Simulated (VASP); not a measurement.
Rh, 2 atoms in the cell. Symmetry: P6_3/mmc, No. 194, hexagonal system. Conventional cell: a = 2.698 Å, b = 2.698 Å, c = 4.666 Å, α = 90.00°, β = 90.00°, γ = 120.00°. Within 3.6 Å of Rh (site symmetry -6m2) lie 12 Rh at 2.70 to 2.81 Å. This isn't the form of Rh at room conditions, which is fcc.

| Item | Value |
| --- | --- |
| Program | VASP 6.6.1 |
| Task | single point |
| Functional | PBE |
| Potentials or basis | VASP PAW PBE potentials, release 64 (Rh_pv) |
| Cutoff | 520 eV |
| k mesh | 18 × 18 × 10 |
| Occupations | gaussian, width 0.15 eV |
| Spin | no spin polarisation |
| Dipole correction | no |
| Further INCAR settings | ALGO = Fast; EDIFF = 1e-06; NBANDS = 22 |

Potentials or basis: VASP PAW PBE potentials, release 64 (Rh_pv).

The run is started by

```console
$ cat potpaw_PBE.64/Rh_pv/POTCAR > POTCAR
$ mpirun -np 1 vasp_std > vasp.out
```

Hardware: 1 thread of Intel(R) Xeon(R) 6975P-C (Granite Rapids), with other jobs on the host.

**Question.** How long does it take, and how much memory?

**Answer.** Run time: 52 s on 1 thread of Intel(R) Xeon(R) 6975P-C (Granite Rapids), with other jobs on the host, peak memory 0.22 GiB. Counts: scf iterations 13, k points 222.
